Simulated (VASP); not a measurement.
Input of a VASP 6.6.1 run:

Contents of INCAR:

```
SYSTEM = Be24H
PREC     = Accurate       ! precision mode
ENCUT    = 520            ! plane-wave cutoff, eV
EDIFF    = 1E-6           ! SCF threshold, eV
ISMEAR   = 0              ! smearing method
SIGMA    = 0.1            ! smearing width, eV
LREAL    = Auto         
LASPH    = .True.         ! aspherical terms in the spheres
NELM     = 80             ! most SCF steps
ALGO     = Normal         ! electronic algorithm
ISIF     = 2              ! what is computed and relaxed
LWAVE    = .False.        ! write WAVECAR
LCHARG   = .False.        ! write CHGCAR
LDIPOL   = .True.       
IDIPOL   = 3            
DIPOL    = 0.5 0.5 0.320
GGA      = PE             ! functional
NBANDS   = 42             ! bands
```

KPOINTS

```
regular mesh
0
Gamma
  6 4 1
  0 0 0
```

POSCAR

```
Be24H
1.0
    4.5254381414      0.0000000000      0.0000000000
    0.0000000000      7.1336190818      0.0000000000
    0.0000000000      0.0000000000     19.8685529777
Be H
24 1
Direct
    0.0000000000      0.3750000000      0.2013231665
    0.0000000000      0.8750000000      0.2013231665
    0.5000000000      0.3750000000      0.2013231665
    0.5000000000      0.8750000000      0.2013231665
    0.2500000000      0.1250000000      0.2341987732
    0.2500000000      0.6250000000      0.2341987732
    0.7500000000      0.1250000000      0.2341987732
    0.7500000000      0.6250000000      0.2341987732
    0.2500000000      0.3750000000      0.2999499865
    0.2500000000      0.8750000000      0.2999499865
    0.7500000000      0.3750000000      0.2999499865
    0.7500000000      0.8750000000      0.2999499865
    0.0000000000      0.1250000000      0.3268353583
    0.0000000000      0.6250000000      0.3268353583
    0.5000000000      0.1250000000      0.3268353583
    0.5000000000      0.6250000000      0.3268353583
    0.0000000000      0.3750000000      0.3993099146
    0.0000000000      0.8750000000      0.3993099146
    0.5000000000      0.3750000000      0.3993099146
    0.5000000000      0.8750000000      0.3993099146
    0.2500000000      0.1250000000      0.4211958962
    0.2500000000      0.6250000000      0.4211958962
    0.7500000000      0.1250000000      0.4211958962
    0.7500000000      0.6250000000      0.4211958962
    0.4166666667      0.3750000000      0.4669097559
```

Potentials or basis: VASP PAW PBE potentials, release 64 (Be, H).

Run with:

```sh
$ cat potpaw_PBE.64/Be/POTCAR potpaw_PBE.64/H/POTCAR > POTCAR
$ mpirun -np 1 vasp_std > vasp.out
```

Task: Predict the band gap on the k mesh.

Result: Zero (an odd number of electrons rules out a gap without spin polarisation).

Task: Estimate the largest force.

Result: 0.731 eV/Å.

Forces on the atoms (eV/Å):
```
Be   0.054  0.000  0.483
Be  -0.044  0.000  0.561
Be  -0.037  0.000  0.569
Be   0.048  0.000  0.473
Be  -0.022  0.079 -0.662
Be  -0.022 -0.079 -0.662
Be   0.021  0.028 -0.676
Be   0.021 -0.028 -0.676
Be  -0.117  0.000  0.357
Be  -0.061  0.000  0.242
Be   0.066  0.000  0.139
Be   0.090  0.000  0.298
Be   0.054 -0.002 -0.057
Be   0.054  0.002 -0.057
Be   0.027  0.000  0.107
Be   0.027  0.000  0.107
Be  -0.242  0.000 -0.200
Be  -0.051  0.000  0.145
Be   0.457  0.000 -0.406
Be  -0.009  0.000  0.089
Be   0.077 -0.105  0.026
Be   0.077  0.105  0.026
Be   0.131 -0.061 -0.119
Be   0.131  0.061 -0.119
H   -0.731  0.000  0.011
```
